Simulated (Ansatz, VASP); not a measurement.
One calculation of GaN, two programs

```
CELL_PARAMETERS angstrom
6.43724 0.00000 0.00000
-3.21862 5.57482 0.00000
0.00000 0.00000 5.24353
ATOMIC_POSITIONS crystal
Ga 0.33333 0.16667 0.49914
Ga 0.16667 0.33333 0.99914
Ga 0.33333 0.66667 0.49914
Ga 0.16667 0.83333 0.99914
Ga 0.83333 0.16667 0.49914
Ga 0.66667 0.33333 0.99914
Ga 0.83333 0.66667 0.49914
Ga 0.66667 0.83333 0.99914
N 0.33333 0.16667 0.87586
N 0.16667 0.33333 0.37586
N 0.33333 0.66667 0.87586
N 0.16667 0.83333 0.37586
N 0.83333 0.16667 0.87586
N 0.66667 0.33333 0.37586
N 0.83333 0.66667 0.87586
N 0.66667 0.83333 0.37586
```

Alike in both runs: task single point; functional PBE; k mesh 2 × 2 × 3; no spin polarisation.

|  | VASP | Ansatz |
| --- | --- | --- |
| version | VASP 6.6.1 | Ansatz 0.2.0 |
| potentials or method | VASP PAW PBE potentials, release 64 (Ga_d, N), cutoff 600 eV | plane-wave PAW DFT |
| occupations | gaussian, width 0.01 eV | fixed |
| valence electrons in the cell | 144 | 144 |

```tsv
	VASP	Ansatz	Ansatz less VASP
gap on the k mesh at the Fermi level (eV)	1.70	1.70	-0.004
```

The k mesh is coarse, so the values compare programs but aren't converged.
